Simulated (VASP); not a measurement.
# Zr (Fm-3m) in VASP: further runs, part 2 of 2

VASP 6.6.1. The steps go on from the part before.

## 5. Single point, PBE (volume scaled by 1.12)

File INCAR:

```
SYSTEM = Zr
PREC = Accurate
ENCUT = 520
EDIFF = 1E-7
ISMEAR = -1
SIGMA = 0.1
LREAL = .False.
LASPH = .True.
NELM = 100
ALGO = Normal
ISIF = 2
LWAVE = .False.
LCHARG = .False.
GGA = PE
NBANDS = 12
```

File KPOINTS:

```
Automatic mesh
0
Gamma
  20 20 20
  0 0 0
```

File POSCAR:

```
Zr
1.0
    0.0000000000      2.3510973636      2.3510973636
    2.3510973636      0.0000000000      2.3510973636
    2.3510973636      2.3510973636      0.0000000000
Zr
1
Direct
    0.0000000000      0.0000000000      0.0000000000
```

Potentials or basis: VASP PAW PBE potentials, release 64 (Zr_sv).

Command:

```bash
$ cat potpaw_PBE.64/Zr_sv/POTCAR > POTCAR
$ mpirun -np 1 vasp_std > vasp.out
```

OUTCAR:

```text
SYSTEM = Zr
   PREC = Accurate
   ENCUT = 520
   EDIFF = 1E-7
   ISMEAR = -1
   LREAL = .False.
   LASPH = .True.
   NELM = 100
   ISIF = 2
   GGA = PE

 ion  position               nearest neighbor table
   1  0.000  0.000  0.000-

  LATTYP: Found a face centered cubic cell.
 ALAT       =     4.7021947272

  Lattice vectors:

 A1 = (   0.0000000000,   2.3510973636,   2.3510973636)
 A2 = (   2.3510973636,   0.0000000000,   2.3510973636)
 A3 = (   2.3510973636,   2.3510973636,   0.0000000000)

Analysis of symmetry for initial positions (statically):
=====================================================================
 Subroutine PRICEL returns:
 Original cell was already a primitive cell.

 Routine SETGRP: Setting up the symmetry group for a
 face centered cubic supercell.

 Subroutine GETGRP returns: Found 48 space group operations
 (whereof 48 operations were pure point group operations)
 out of a pool of 48 trial point group operations.

The static configuration has the point symmetry O_h .

Analysis of symmetry for dynamics (positions and initial velocities):
=====================================================================
 Subroutine PRICEL returns:
 Original cell was already a primitive cell.

 Routine SETGRP: Setting up the symmetry group for a
 face centered cubic supercell.

 Subroutine GETGRP returns: Found 48 space group operations
 (whereof 48 operations were pure point group operations)
 out of a pool of 48 trial point group operations.

The dynamic configuration has the point symmetry O_h .

 Subroutine INISYM returns: Found 48 space group operations
 (whereof 48 operations are pure point group operations),
 and found     1 'primitive' translations

----------------------------------------------------------------------------------------

                                     Primitive cell

  volume of cell :      25.9921

  direct lattice vectors                    reciprocal lattice vectors
[... 106 lines left out ...]
  volume/ion in A,a.u.               =      25.99       175.40
  Fermi-wavevector in a.u.,A,eV,Ry     =   1.265284  2.391040 21.782155  1.600943
  Thomas-Fermi vector in A             =   2.398545
   LORBIT       =      0    0 simple, 1 ext, 2 COOP (PROOUT), +10 PAW based schemes
   GGA     = PE    functional components
   LHFCALC =     F    Hartree Fock is set to
   AEXX    =    0.0000 exact exchange contribution
   IVDW    =     0    specifies the selected vdW correction
   LEPSILON=     F    determine dielectric tensor
   LRPA    =     F    only Hartree local field effects (RPA)
 non-spin polarized calculation
  energy-cutoff  :      520.00
  volume of cell :       25.99
 maximum number of plane-waves:       725
 NGX is ok and might be reduce to    28
   NGX = 13   NGY = 13   NGZ = 13

 number of electron      12.0000000 magnetization

 Free energy of the ion-electron system (eV)
  ---------------------------------------------------
  ext. energy  EPLUGINS =         0.00000000
  ---------------------------------------------------
  free energy    TOTEN  =        -8.43055115 eV

  energy without entropy =       -8.37268105  energy(sigma->0) =       -8.40161610

 E-fermi :   7.7061     XC(G=0): -10.5933

 val. band max:        7.7000660975   @ k =  -0.2500   0.2500   0.1000
 cond. band min:       7.7467381113   @ k =   0.2500   0.0500   0.0000
 fundamental gap:      0.0466720138
 Fermi energy:         7.7061260754

 k-point     1 :       0.0000    0.0000    0.0000
  band No.  band energies     occupation
      1     -41.2305      2.00000
      2     -18.8721      2.00000
      3     -18.8721      2.00000
      4     -18.8721      2.00000
      5       2.3796      2.00000
      6       8.6469      0.00016
      7       8.6469      0.00016
      8       8.6469      0.00016
      9      10.7267      0.00000
     10      10.7267      0.00000
     11      17.9758      0.00000
     12      21.7376      0.00000
[... 331 lines left out ...]
 k-point    24 :      -0.3500    0.0500    0.0000
  band No.  band energies     occupation
      1     -41.1566      2.00000
      2     -19.4284      2.00000
      3     -18.9641      2.00000
      4     -18.9419      2.00000
      5       4.8483      2.00000
      6       7.8342      0.43493
      7       8.6137      0.00023
      8       8.7159      0.00008
      9      11.3789      0.00000
     10      11.9171      0.00000
     11      16.8649      0.00000
     12      18.9134      0.00000

 [... further k-points ...]
[... 5 lines left out ...]
  --------------------------------------------------------------------------------------
  -------------------------------------------------------------------------------------
  Total       -1.3478016     -1.3478016     -1.3478016     -0.0000000     -0.0000000      0.0000000
  in kB      -83.0796578    -83.0796578    -83.0796578     -0.0000000     -0.0000000      0.0000000
  external PRESSURE =     -83.0796578 kB  Pullay stress =       0.0000000 kB

 VOLUME and BASIS-vectors are now :
 -----------------------------------------------------------------------------
  energy-cutoff  :      520.00
  volume of cell :       25.99
      direct lattice vectors                 reciprocal lattice vectors
     0.000000000  2.351097364  2.351097364    -0.212666650  0.212666650  0.212666650
     2.351097364  0.000000000  2.351097364     0.212666650 -0.212666650  0.212666650
     2.351097364  2.351097364  0.000000000     0.212666650  0.212666650 -0.212666650

 POSITION                                       TOTAL-FORCE (eV/Angst)
 -----------------------------------------------------------------------------------
      0.00000      0.00000      0.00000        -0.000000      0.000000     -0.000000
 -----------------------------------------------------------------------------------
    total drift:                               -0.000000     -0.000000     -0.000000

  FREE ENERGIE OF THE ION-ELECTRON SYSTEM (eV)
  ---------------------------------------------------
  free  energy   TOTEN  =        -8.4305511517 eV

  energy  without entropy=       -8.3726810514  energy(sigma->0) =       -8.40161610
```

OSZICAR:

```text
N       E                     dE             d eps       ncg     rms          rms(c)
DAV:   1     0.860275367750E+02    0.86028E+02   -0.68071E+03  6144   0.985E+02
DAV:   2    -0.562185952914E+01   -0.91649E+02   -0.89217E+02  7148   0.265E+02
DAV:   3    -0.877285423722E+01   -0.31510E+01   -0.31071E+01  9480   0.410E+01
DAV:   4    -0.884485763364E+01   -0.72003E-01   -0.71955E-01  7076   0.582E+00
DAV:   5    -0.884635203076E+01   -0.14944E-02   -0.14943E-02  9116   0.604E-01    0.825E+00
DAV:   6    -0.849507575126E+01    0.35128E+00   -0.44838E-01  6712   0.603E+00    0.303E+00
DAV:   7    -0.842810613826E+01    0.66970E-01   -0.22909E-01  7348   0.407E+00    0.772E-01
DAV:   8    -0.843061627372E+01   -0.25101E-02   -0.13314E-02  7376   0.129E+00    0.127E-01
DAV:   9    -0.843056235085E+01    0.53923E-04   -0.63766E-04  7820   0.234E-01    0.218E-02
DAV:  10    -0.843055201089E+01    0.10340E-04   -0.26687E-05  7584   0.509E-02    0.815E-03
DAV:  11    -0.843055113334E+01    0.87755E-06   -0.98405E-07  8184   0.950E-03    0.130E-03
DAV:  12    -0.843055115167E+01   -0.18331E-07   -0.43273E-08  4748   0.211E-03
   1 F= -.84305512E+01 E0= -.84016161E+01  d E =-.578701E-01
```

stdout:

```text
POSCAR found type information on POSCAR Zr
 POSCAR found :  1 types and       1 ions
 scaLAPACK will be used
 LDA part: xc-table for (Slater+PW92), standard interpolation
 POSCAR, INCAR and KPOINTS ok, starting setup
 FFT: planning ... GRIDC
 FFT: planning ... GRID_SOFT
 FFT: planning ... GRID
 WAVECAR not read
 entering main loop
```

Run time: 67 s. Hardware: 1 thread of Intel Xeon Platinum 8375C at 2.90GHz (Ice Lake), shared host; peak memory 0.22 GiB.

What came out:

| Item | Value |
| --- | --- |
| Free energy | -8.4306 eV |
| Pressure | -8.3 GPa |
| Band gap on the k mesh | zero (band 6 reaches 8.65 eV, above the bottom of band 7 at 7.33 eV) |

## 6. Single point, PBE, collinear spin, ferromagnetic start (volume scaled by 1.12)

File INCAR:

```
SYSTEM = Zr
PREC     = Accurate       ! precision mode
ENCUT    = 520            ! plane-wave cutoff, eV
EDIFF    = 1E-7           ! SCF threshold, eV
ISMEAR   = -1             ! smearing method
SIGMA    = 0.05           ! smearing width, eV
LREAL    = .FALSE.        ! projectors in reciprocal space
LASPH    = .TRUE.         ! aspherical terms in the spheres
NELM     = 150            ! most SCF steps
ALGO     = Normal         ! electronic algorithm
ISIF     = 2              ! what is computed and relaxed
LWAVE    = .FALSE.        ! write WAVECAR
LCHARG   = .FALSE.        ! write CHGCAR
ISPIN    = 2              ! spin polarisation
MAGMOM   = 1              ! initial moments
LORBIT   = 11             ! projections on sites
LMAXMIX  = 4              ! l up to which the mixer works
GGA      = PE             ! functional
NBANDS   = 16             ! bands
```

File KPOINTS:

```
Automatic mesh
0
G
  20 20 20
  0 0 0
```

File POSCAR:

```
Zr
1.0
    0.0000000000      2.3479721338      2.3479721338
    2.3479721338      0.0000000000      2.3479721338
    2.3479721338      2.3479721338      0.0000000000
Zr
1
Direct
    0.0000000000      0.0000000000      0.0000000000
```

Potentials or basis: VASP PAW PBE potentials, release 64 (Zr_sv).

Command:

```bash
$ cat potpaw_PBE.64/Zr_sv/POTCAR > POTCAR
$ mpirun -np 1 vasp_std > vasp.out
```

OUTCAR:

```text
SYSTEM = Zr
   PREC = Accurate
   ENCUT = 520
   EDIFF = 1E-7
   ISMEAR = -1
   LREAL = .FALSE.
   LASPH = .TRUE.
   NELM = 150
   ISIF = 2
   ISPIN = 2
   LORBIT = 11
   GGA = PE

 ion  position               nearest neighbor table
   1  0.000  0.000  0.000-

  LATTYP: Found a face centered cubic cell.
 ALAT       =     4.6959442676

  Lattice vectors:

 A1 = (   0.0000000000,   2.3479721338,   2.3479721338)
 A2 = (   2.3479721338,   0.0000000000,   2.3479721338)
 A3 = (   2.3479721338,   2.3479721338,   0.0000000000)

Analysis of symmetry for initial positions (statically):
=====================================================================
 Subroutine PRICEL returns:
 Original cell was already a primitive cell.

 Routine SETGRP: Setting up the symmetry group for a
 face centered cubic supercell.

 Subroutine GETGRP returns: Found 48 space group operations
 (whereof 48 operations were pure point group operations)
 out of a pool of 48 trial point group operations.

The static configuration has the point symmetry O_h .

Analysis of symmetry for dynamics (positions and initial velocities):
=====================================================================
 Subroutine PRICEL returns:
 Original cell was already a primitive cell.

 Routine SETGRP: Setting up the symmetry group for a
 face centered cubic supercell.

 Subroutine GETGRP returns: Found 48 space group operations
 (whereof 48 operations were pure point group operations)
 out of a pool of 48 trial point group operations.

The dynamic configuration has the point symmetry O_h .

Analysis of structural, dynamic, and magnetic symmetry:
=====================================================================
 Subroutine PRICEL returns:
 Original cell was already a primitive cell.

 Routine SETGRP: Setting up the symmetry group for a
 face centered cubic supercell.

 Subroutine GETGRP returns: Found 48 space group operations
[... 129 lines left out ...]
   IVDW    =     0    specifies the selected vdW correction
   LEPSILON=     F    determine dielectric tensor
   LRPA    =     F    only Hartree local field effects (RPA)
 spin polarized calculation
  energy-cutoff  :      520.00
  volume of cell :       25.89
 maximum number of plane-waves:       725
 NGX is ok and might be reduce to    28
   NGX = 13   NGY = 13   NGZ = 13

 number of electron      12.0000000 magnetization      -0.0007389

 number of electron      12.0000000 magnetization       0.0005771

 Free energy of the ion-electron system (eV)
  ---------------------------------------------------
  ext. energy  EPLUGINS =         0.00000000
  ---------------------------------------------------
  free energy    TOTEN  =        -8.41416335 eV

  energy without entropy =       -8.39987362  energy(sigma->0) =       -8.40701848

 E-fermi :   7.7423     XC(G=0): -10.6110

 val. band max:        7.7397575705   @ k =   0.3000   0.0000   0.0000
 cond. band min:       7.7844571337   @ k =   0.2500   0.0500   0.0000
 fundamental gap:      0.0446995632
 Fermi energy:         7.7423099342

 spin component 1

 k-point     1 :       0.0000    0.0000    0.0000
  band No.  band energies     occupation
      1     -41.1838      1.00000
      2     -18.8214      1.00000
      3     -18.8214      1.00000
      4     -18.8214      1.00000
      5       2.4115      1.00000
      6       8.6880      0.00000
[... 435 lines left out ...]
      5       4.8827      1.00000
      6       7.8785      0.06164
[... 8 lines left out ...]
     15      26.2463      0.00000
     16      27.5684      0.00000

 [... further k-points ...]

 spin component 2

 k-point     1 :       0.0000    0.0000    0.0000
  band No.  band energies     occupation
      1     -41.1835      1.00000
      2     -18.8212      1.00000
      3     -18.8212      1.00000
      4     -18.8212      1.00000
      5       2.4119      1.00000
      6       8.6883      0.00000
[... 435 lines left out ...]
      5       4.8831      1.00000
      6       7.8788      0.06120
[... 8 lines left out ...]
     15      26.2468      0.00000
     16      27.5689      0.00000

 [... further k-points ...]
[... 5 lines left out ...]
  --------------------------------------------------------------------------------------
  -------------------------------------------------------------------------------------
  Total       -1.3324943     -1.3324943     -1.3324943      0.0000000     -0.0000000      0.0000000
  in kB      -82.4645180    -82.4645180    -82.4645180      0.0000000     -0.0000000      0.0000000
  external PRESSURE =     -82.4645180 kB  Pullay stress =       0.0000000 kB

 VOLUME and BASIS-vectors are now :
 -----------------------------------------------------------------------------
  energy-cutoff  :      520.00
  volume of cell :       25.89
      direct lattice vectors                 reciprocal lattice vectors
     0.000000000  2.347972134  2.347972134    -0.212949716  0.212949716  0.212949716
     2.347972134  0.000000000  2.347972134     0.212949716 -0.212949716  0.212949716
     2.347972134  2.347972134  0.000000000     0.212949716  0.212949716 -0.212949716

 POSITION                                       TOTAL-FORCE (eV/Angst)
 -----------------------------------------------------------------------------------
      0.00000      0.00000      0.00000         0.000000     -0.000000     -0.000000
 -----------------------------------------------------------------------------------
    total drift:                               -0.000000     -0.000000     -0.000000

  FREE ENERGIE OF THE ION-ELECTRON SYSTEM (eV)
  ---------------------------------------------------
  free  energy   TOTEN  =        -8.4141633453 eV

  energy  without entropy=       -8.3998736226  energy(sigma->0) =       -8.40701848

 total charge

# of ion       s       p       d       tot
------------------------------------------
    1        2.213   5.953   1.540   9.706

 magnetization (x)

# of ion       s       p       d       tot
------------------------------------------
    1        0.000   0.000   0.000   0.000
```

OSZICAR:

```text
N       E                     dE             d eps       ncg     rms          rms(c)
DAV:   1     0.867300692427E+02    0.86730E+02   -0.61835E+03 16448   0.705E+02
DAV:   2    -0.591093870401E+01   -0.92641E+02   -0.89085E+02 20984   0.218E+02
DAV:   3    -0.867011765702E+01   -0.27592E+01   -0.27345E+01 22600   0.314E+01
DAV:   4    -0.870782979722E+01   -0.37712E-01   -0.37702E-01 21072   0.332E+00
DAV:   5    -0.870861717082E+01   -0.78737E-03   -0.78737E-03 22664   0.340E-01    0.894E+00
DAV:   6    -0.846509395843E+01    0.24352E+00   -0.30642E-01 18416   0.449E+00    0.323E+00
DAV:   7    -0.840390737386E+01    0.61187E-01   -0.14923E-01 20104   0.287E+00    0.172E+00
DAV:   8    -0.841292837052E+01   -0.90210E-02   -0.17161E-02 20440   0.939E-01    0.800E-01
DAV:   9    -0.841354590551E+01   -0.61753E-03   -0.13343E-03 20144   0.316E-01    0.365E-01
DAV:  10    -0.841413618749E+01   -0.59028E-03   -0.15144E-03 19016   0.340E-01    0.378E-02
DAV:  11    -0.841416184901E+01   -0.25662E-04   -0.68319E-05 19560   0.647E-02    0.152E-02
DAV:  12    -0.841416315121E+01   -0.13022E-05   -0.82640E-06 20096   0.209E-02    0.865E-03
DAV:  13    -0.841416333291E+01   -0.18170E-06   -0.16607E-06 20944   0.107E-02    0.313E-03
DAV:  14    -0.841416334526E+01   -0.12354E-07   -0.18417E-07 18872   0.279E-03
   1 F= -.84141633E+01 E0= -.84070185E+01  d E =-.142897E-01  mag=     0.0001
```

stdout:

```text
POSCAR found type information on POSCAR Zr
 POSCAR found :  1 types and       1 ions
 scaLAPACK will be used
 LDA part: xc-table for (Slater+PW92), standard interpolation
 POSCAR, INCAR and KPOINTS ok, starting setup
 FFT: planning ... GRIDC
 FFT: planning ... GRID_SOFT
 FFT: planning ... GRID
 WAVECAR not read
 entering main loop
```

Run time: 4.8 min. Hardware: 1 thread of Intel Xeon Platinum 8259CL at 2.50GHz (Skylake/Cascade Lake), shared host; peak memory 0.29 GiB.

What came out:

```yaml
Free_energy: -8.4142 eV
Pressure: -8.2 GPa
Band_gap_on_the_k_mesh: zero (filled and empty bands overlap)
Net_moment: 0.00 μB per cell
Valence_electrons_inside_the_program's_atomic_spheres: Zr 9.71
```

Levels at points of the mesh, in eV from the Fermi level:
Spin up:
```csv
k point,band 2,band 3,band 4,band 5,band 6,band 7,band 8,band 9,band 10,band 11
"(0.00, 0.00, 0.00)",-26.56,-26.56,-26.56,-5.33,0.95,0.95,0.95,3.04,3.04,10.28
"(0.50, 0.00, 0.00)",-27.24,-26.65,-26.65,-2.67,0.78,0.80,0.80,4.56,4.56,8.28
"(0.50, 0.50, 0.00)",-27.20,-26.81,-26.81,-2.57,-1.83,2.48,4.57,4.99,4.99,9.02
```
Spin down:
| k point | band 3 | band 4 | band 5 | band 6 | band 7 | band 8 | band 9 | band 10 |
| --- | --- | --- | --- | --- | --- | --- | --- | --- |
| (0.00, 0.00, 0.00) | -26.56 | -26.56 | -5.33 | 0.95 | 0.95 | 0.95 | 3.04 | 3.04 |
| (0.50, 0.00, 0.00) | -26.65 | -26.65 | -2.67 | 0.78 | 0.80 | 0.80 | 4.56 | 4.56 |
| (0.50, 0.50, 0.00) | -26.81 | -26.81 | -2.57 | -1.83 | 2.48 | 4.57 | 4.99 | 4.99 |

## 7. Overview

```tsv
spin	cell	smearing	gap on the mesh (eV)	pressure (GPa)
off	a = 3.202 Å, angles 60.0°, 1 atom	fermi-dirac 0.1 eV	none	0.2
off	a = 3.244 Å, angles 60.0°, 1 atom	fermi-dirac 0.1 eV	none	-3.1
off	a = 3.285 Å, angles 60.0°, 1 atom	fermi-dirac 0.1 eV	none	-6.0
off	a = 3.325 Å, angles 60.0°, 1 atom	fermi-dirac 0.1 eV	none	-8.3
collinear, ferromagnetic start	a = 3.321 Å, angles 60.0°, 1 atom	fermi-dirac 0.05 eV	none	-8.2
```

Alike in all rows: task single point; level PBE; potentials or basis VASP PAW PBE potentials, release 64 (Zr_sv); k mesh 20 × 20 × 20; cutoff (eV) 520.

Absolute energies hang on the potentials; compare differences alone.
